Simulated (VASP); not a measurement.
# TiO2 (P1) in VASP: single point with PBE+U

Aim: the single point of TiO2 with PBE+U.

All numbers are computed with VASP 6.6.1; they aren't measurements. Logs are shortened: lines on timing, memory, paths and dates and some standing lists are left out, and cuts for length are marked.

## Step 1: The cell of the first run

The typed cell holds 6 atoms: a = 4.640 Å, b = 4.640 Å, c = 3.006 Å, α = 90.00°, β = 90.00°, γ = 90.00°.

## Step 2: Single point, PBE+U (atom 1 (Ti) moved by (-0.300, -0.300) A along x and z)

INCAR

```
ALGO     = Normal         # electronic algorithm
EDIFF    = 1E-6           # SCF threshold, eV
ENCUT    = 520            # plane-wave cutoff, eV
GGA      = PE             # functional
ISIF     = 2              # what is computed and relaxed
ISMEAR   = 0              # smearing method
LASPH    = True           # aspherical terms in the spheres
LCHARG   = True           # write CHGCAR
LDAU     = True           # DFT+U
LDAUJ    = 0 0          
LDAUL    = 2 -1           # shell
LDAUPRINT= 1            
LDAUTYPE = 2            
LDAUU    = 4 0            # U, eV
LELF     = True           # ELF
LMAXMIX  = 4              # l up to which the mixer works
LREAL    = False          # projectors in reciprocal space
LVHAR    = True         
LWAVE    = False          # write WAVECAR
NBANDS   = 33             # bands
NELM     = 150            # most SCF steps
PREC     = Accurate       # precision mode
SIGMA    = 0.05           # smearing width, eV
```

KPOINTS

```
k-points
0
Gamma
  6 6 10
```

POSCAR

```
TiO2
1.0
    4.6403824120      0.0000000000      0.0000000000
    0.0000000000      4.6403824120      0.0000000000
    0.0000000000      0.0000000000      3.0063836717
Ti O
2 4
Direct
   -0.0646498442      0.0000000000     -0.0997876628
    0.5000000000      0.5000000000      0.5000000000
    0.3056475955      0.3056475955      0.0000000000
    0.1943524045      0.8056475955      0.5000000000
    0.6943524045      0.6943524045      0.0000000000
    0.8056475955      0.1943524045      0.5000000000
```

Potentials or basis: VASP PAW PBE potentials, release 64 (Ti_sv, O).

Run with:

```bash
> cat potpaw_PBE.64/Ti_sv/POTCAR potpaw_PBE.64/O/POTCAR > POTCAR
> mpirun -np 1 vasp_std > vasp.out
```

OUTCAR:

```text
EDIFF = 1E-6
   ENCUT = 520
   GGA = PE
   ISIF = 2
   ISMEAR = 0
   LASPH = True
   LREAL = False
   NELM = 150
   PREC = Accurate

 ion  position               nearest neighbor table
   1  0.935  0.000  0.900-   6 1.62   5 1.83   4 1.92   6 2.10   3 2.25   4 2.35
   2  0.500  0.500  0.500-   3 1.97   5 1.97   3 1.97   5 1.97   4 2.01   6 2.01
   3  0.306  0.306  0.000-   2 1.97   2 1.97   1 2.25
   4  0.194  0.806  0.500-   1 1.92   2 2.01   1 2.35
   5  0.694  0.694  0.000-   1 1.83   2 1.97   2 1.97
   6  0.806  0.194  0.500-   1 1.62   2 2.01   1 2.10

  LATTYP: Found a simple tetragonal cell.
 ALAT       =     4.6403824120
 C/A-ratio  =     0.6478741200

  Lattice vectors:

 A1 = (   4.6403824120,   0.0000000000,   0.0000000000)
 A2 = (   0.0000000000,   4.6403824120,   0.0000000000)
 A3 = (   0.0000000000,   0.0000000000,   3.0063836717)

Analysis of symmetry for initial positions (statically):
=====================================================================
 Subroutine PRICEL returns:
 Original cell was already a primitive cell.

 Routine SETGRP: Setting up the symmetry group for a
 simple tetragonal supercell.

 Subroutine GETGRP returns: Found  1 space group operations
 (whereof  1 operations were pure point group operations)
 out of a pool of 16 trial point group operations.

The static configuration has the point symmetry C_1 .

Analysis of symmetry for dynamics (positions and initial velocities):
=====================================================================
 Subroutine PRICEL returns:
 Original cell was already a primitive cell.

 Routine SETGRP: Setting up the symmetry group for a
 simple tetragonal supercell.

 Subroutine GETGRP returns: Found  1 space group operations
 (whereof  1 operations were pure point group operations)
 out of a pool of 16 trial point group operations.

The dynamic configuration has the point symmetry C_1 .

 Subroutine INISYM returns: Found  1 space group operations
 (whereof  1 operations are pure point group operations),
 and found     1 'primitive' translations

----------------------------------------------------------------------------------------

                                     Primitive cell

  volume of cell :      64.7369

  direct lattice vectors                    reciprocal lattice vectors
     4.640382412  0.000000000  0.000000000     0.215499481  0.000000000  0.000000000
     0.000000000  4.640382412  0.000000000     0.000000000  0.215499481  0.000000000
     0.000000000  0.000000000  3.006383672     0.000000000  0.000000000  0.332625543

  length of vectors
     4.640382412  4.640382412  3.006383672     0.215499481  0.215499481  0.332625543

  position of ions in fractional coordinates (direct lattice)
     0.935350156  0.000000000  0.900212337
     0.500000000  0.500000000  0.500000000
     0.305647595  0.305647595  0.000000000
     0.194352405  0.805647595  0.500000000
     0.694352405  0.694352405  0.000000000
     0.805647595  0.194352405  0.500000000

  ion indices of the primitive-cell ions
   primitive index   ion index
                 1           1
                 2           2
                 3           3
                 4           4
                 5           5
                 6           6

[... 107 lines left out ...]
 Gauss-broadening in eV      SIGMA  =   0.05
  energy-cutoff  :      520.00
  volume of cell :       64.74
 maximum number of plane-waves:      1764
 NGX is ok and might be reduce to    36
   NGX = 17   NGY = 17   NGZ = 11

atom =   1  type =  1  l = 2

 onsite density matrix

spin component  1

  0.2213  0.0132 -0.0529 -0.0265 -0.0067
  0.0132  0.2396 -0.0296 -0.0891  0.0415
 -0.0529 -0.0296  0.1559  0.0327  0.0015
 -0.0265 -0.0891  0.0327  0.1998 -0.0015
 -0.0067  0.0415  0.0015 -0.0015  0.1271

spin component  2

  0.2213  0.0132 -0.0529 -0.0265 -0.0067
  0.0132  0.2396 -0.0296 -0.0891  0.0415
 -0.0529 -0.0296  0.1559  0.0327  0.0015
 -0.0265 -0.0891  0.0327  0.1998 -0.0015
 -0.0067  0.0415  0.0015 -0.0015  0.1271

 occupancies and eigenvectors

  o =  0.1000  v = -0.0227 -0.5047 -0.0590 -0.4261  0.7481  0.0000  0.0000  0.0000  0.0000  0.0000      0.0000  0.0000  0.0000  0.0000  0.0000  0.0000  0.0000  0.0000  0.0000  0.0000
  o =  0.1000  v =  0.0000  0.0000  0.0000  0.0000  0.0000 -0.0227 -0.5047 -0.0590 -0.4261  0.7481      0.0000  0.0000  0.0000  0.0000  0.0000  0.0000  0.0000  0.0000  0.0000  0.0000
  o =  0.1226  v =  0.4174  0.0303  0.8864 -0.1978 -0.0097  0.0000  0.0000  0.0000  0.0000  0.0000      0.0000  0.0000  0.0000  0.0000  0.0000  0.0000  0.0000  0.0000  0.0000  0.0000
  o =  0.1226  v =  0.0000  0.0000  0.0000  0.0000  0.0000  0.4174  0.0303  0.8864 -0.1978 -0.0097      0.0000  0.0000  0.0000  0.0000  0.0000  0.0000  0.0000  0.0000  0.0000  0.0000
  o =  0.1454  v =  0.0000  0.0000  0.0000  0.0000  0.0000  0.2485  0.3343  0.0274  0.6682  0.6158      0.0000  0.0000  0.0000  0.0000  0.0000  0.0000  0.0000  0.0000  0.0000  0.0000
  o =  0.1454  v =  0.2485  0.3343  0.0274  0.6682  0.6158  0.0000  0.0000  0.0000  0.0000  0.0000      0.0000  0.0000  0.0000  0.0000  0.0000  0.0000  0.0000  0.0000  0.0000  0.0000
  o =  0.2351  v =  0.0000  0.0000  0.0000  0.0000  0.0000  0.8095 -0.4095 -0.3440  0.1146 -0.2135      0.0000  0.0000  0.0000  0.0000  0.0000  0.0000  0.0000  0.0000  0.0000  0.0000
  o =  0.2351  v =  0.8095 -0.4095 -0.3440  0.1146 -0.2135  0.0000  0.0000  0.0000  0.0000  0.0000      0.0000  0.0000  0.0000  0.0000  0.0000  0.0000  0.0000  0.0000  0.0000  0.0000
  o =  0.3405  v =  0.0000  0.0000  0.0000  0.0000  0.0000 -0.3289 -0.6819  0.3030  0.5654 -0.1240      0.0000  0.0000  0.0000  0.0000  0.0000  0.0000  0.0000  0.0000  0.0000  0.0000
  o =  0.3405  v = -0.3289 -0.6819  0.3030  0.5654 -0.1240  0.0000  0.0000  0.0000  0.0000  0.0000      0.0000  0.0000  0.0000  0.0000  0.0000  0.0000  0.0000  0.0000  0.0000  0.0000

atom =   2  type =  1  l = 2

 onsite density matrix

spin component  1

  0.1872 -0.0023  0.0731  0.0024 -0.0026
 -0.0023  0.1852 -0.0018  0.0826  0.0000
  0.0731 -0.0018  0.1307  0.0014  0.0002
  0.0024  0.0826  0.0014  0.1854  0.0004
 -0.0026  0.0000  0.0002  0.0004  0.1008

spin component  2

  0.1872 -0.0023  0.0731  0.0024 -0.0026
 -0.0023  0.1852 -0.0018  0.0826  0.0000
  0.0731 -0.0018  0.1307  0.0014  0.0002
  0.0024  0.0826  0.0014  0.1854  0.0004
 -0.0026  0.0000  0.0002  0.0004  0.1008

 occupancies and eigenvectors

  o =  0.0805  v = -0.5642  0.0003  0.8215  0.0021 -0.0830  0.0000  0.0000  0.0000  0.0000  0.0000      0.0000  0.0000  0.0000  0.0000  0.0000  0.0000  0.0000  0.0000  0.0000  0.0000
  o =  0.0805  v =  0.0000  0.0000  0.0000  0.0000  0.0000 -0.5642  0.0003  0.8215  0.0021 -0.0830      0.0000  0.0000  0.0000  0.0000  0.0000  0.0000  0.0000  0.0000  0.0000  0.0000
  o =  0.1009  v = -0.0297  0.1266  0.0789 -0.1286  0.9800  0.0000  0.0000  0.0000  0.0000  0.0000      0.0000  0.0000  0.0000  0.0000  0.0000  0.0000  0.0000  0.0000  0.0000  0.0000
  o =  0.1009  v =  0.0000  0.0000  0.0000  0.0000  0.0000 -0.0297  0.1266  0.0789 -0.1286  0.9800      0.0000  0.0000  0.0000  0.0000  0.0000  0.0000  0.0000  0.0000  0.0000  0.0000
  o =  0.1026  v =  0.0000  0.0000  0.0000  0.0000  0.0000 -0.0298 -0.6958 -0.0038  0.6945  0.1805      0.0000  0.0000  0.0000  0.0000  0.0000  0.0000  0.0000  0.0000  0.0000  0.0000
  o =  0.1026  v = -0.0298 -0.6958 -0.0038  0.6945  0.1805  0.0000  0.0000  0.0000  0.0000  0.0000      0.0000  0.0000  0.0000  0.0000  0.0000  0.0000  0.0000  0.0000  0.0000  0.0000
  o =  0.2374  v =  0.0000  0.0000  0.0000  0.0000  0.0000 -0.8246  0.0200 -0.5648 -0.0223  0.0149      0.0000  0.0000  0.0000  0.0000  0.0000  0.0000  0.0000  0.0000  0.0000  0.0000
  o =  0.2374  v = -0.8246  0.0200 -0.5648 -0.0223  0.0149  0.0000  0.0000  0.0000  0.0000  0.0000      0.0000  0.0000  0.0000  0.0000  0.0000  0.0000  0.0000  0.0000  0.0000  0.0000
  o =  0.2679  v =  0.0004 -0.7067  0.0022 -0.7075 -0.0017  0.0000  0.0000  0.0000  0.0000  0.0000      0.0000  0.0000  0.0000  0.0000  0.0000  0.0000  0.0000  0.0000  0.0000  0.0000
  o =  0.2679  v =  0.0000  0.0000  0.0000  0.0000  0.0000  0.0004 -0.7067  0.0022 -0.7075 -0.0017      0.0000  0.0000  0.0000  0.0000  0.0000  0.0000  0.0000  0.0000  0.0000  0.0000

 number of electron      48.0000025 magnetization

 Free energy of the ion-electron system (eV)
  ---------------------------------------------------
  ext. energy  EPLUGINS =         0.00000000
  ---------------------------------------------------
  free energy    TOTEN  =       -46.85657335 eV

  energy without entropy =      -46.85657335  energy(sigma->0) =      -46.85657335

 E-fermi :   5.4884     XC(G=0): -11.1973

 val. band max:        5.1169846663   @ k =   0.0000   0.0000   0.0000
 cond. band min:       7.2607630461   @ k =   0.5000   0.5000   0.0000
 fundamental gap:      2.1437783798
 Fermi energy:         5.4884230526

 k-point     1 :       0.0000    0.0000    0.0000
  band No.  band energies     occupation
      1     -53.3041      2.00000
      2     -52.7749      2.00000
      3     -29.5259      2.00000
      4     -29.4940      2.00000
      5     -29.3377      2.00000
      6     -29.2938      2.00000
[... 853 lines left out ...]
     32      10.6903      0.00000
     33      11.1779      0.00000

 [... further k-points ...]

------------------------ aborting loop because EDIFF is reached ----------------------------------------

  FORCE on cell =-STRESS in cart. coord.  units (eV):
  Direction    XX          YY          ZZ          XY          YZ          ZX
  --------------------------------------------------------------------------------------
  -------------------------------------------------------------------------------------
  Total        3.0105752      7.6759024      9.1837208     -0.6539361     -5.7073561      3.5755046
  in kB       74.5088930    189.9713356    227.2884179    -16.1843010   -141.2516748     88.4903628
  external PRESSURE =     163.9228822 kB  Pullay stress =       0.0000000 kB

 VOLUME and BASIS-vectors are now :
 -----------------------------------------------------------------------------
  energy-cutoff  :      520.00
  volume of cell :       64.74
      direct lattice vectors                 reciprocal lattice vectors
     4.640382412  0.000000000  0.000000000     0.215499481  0.000000000  0.000000000
     0.000000000  4.640382412  0.000000000     0.000000000  0.215499481  0.000000000
     0.000000000  0.000000000  3.006383672     0.000000000  0.000000000  0.332625543

 POSITION                                       TOTAL-FORCE (eV/Angst)
 -----------------------------------------------------------------------------------
      4.34038      0.00000      2.70638         7.348603     -3.513921      5.948868
      2.32019      2.32019      1.50319        -3.650589      0.332536     -0.069699
      1.41832      1.41832      0.00000         0.316154      0.066757     -0.120075
      0.90187      3.73851      1.50319        -0.293819     -0.122201      0.063812
      3.22206      3.22206      0.00000        -0.645382     -0.842412      0.020092
      3.73851      0.90187      1.50319        -3.074968      4.079240     -5.842998
 -----------------------------------------------------------------------------------
    total drift:                                0.000461     -0.000322      0.000974

  FREE ENERGIE OF THE ION-ELECTRON SYSTEM (eV)
  ---------------------------------------------------
  free  energy   TOTEN  =       -46.8565733486 eV

  energy  without entropy=      -46.8565733486  energy(sigma->0) =      -46.85657335
```

It took 3.3 min on 1 thread of Intel Xeon Platinum 8488C (Sapphire Rapids), shared host; peak memory 0.39 GiB.

Results:

```
Free energy            : -46.8566 eV
Pressure               : 16.4 GPa
Largest force          : 10.087 eV/Å
Band gap on the k mesh : 2.14 eV (least direct gap 2.22 eV)
```

Forces on the atoms (eV/Å):
```
Ti   7.349 -3.514  5.949
Ti  -3.651  0.333 -0.070
O    0.316  0.067 -0.120
O   -0.294 -0.122  0.064
O   -0.645 -0.842  0.020
O   -3.075  4.079 -5.843
```

Eigenvalues of the final occupation matrices:
```
    site  spin  trace               eigenvalues
site 1 d     1   0.94  0.10 0.12 0.15 0.24 0.34
site 1 d     2   0.94  0.10 0.12 0.15 0.24 0.34
site 2 d     1   0.79  0.08 0.10 0.10 0.24 0.27
site 2 d     2   0.79  0.08 0.10 0.10 0.24 0.27
```

Caveat: the cell differs from its parent crystal (atom 1 (Ti) moved by (-0.300, -0.300) A along x and z); the stress differs along the axes, from 7 to 23 GPa; forces of over 1 eV/Å act on the atoms, so gaps and moduli don't describe the material at rest.
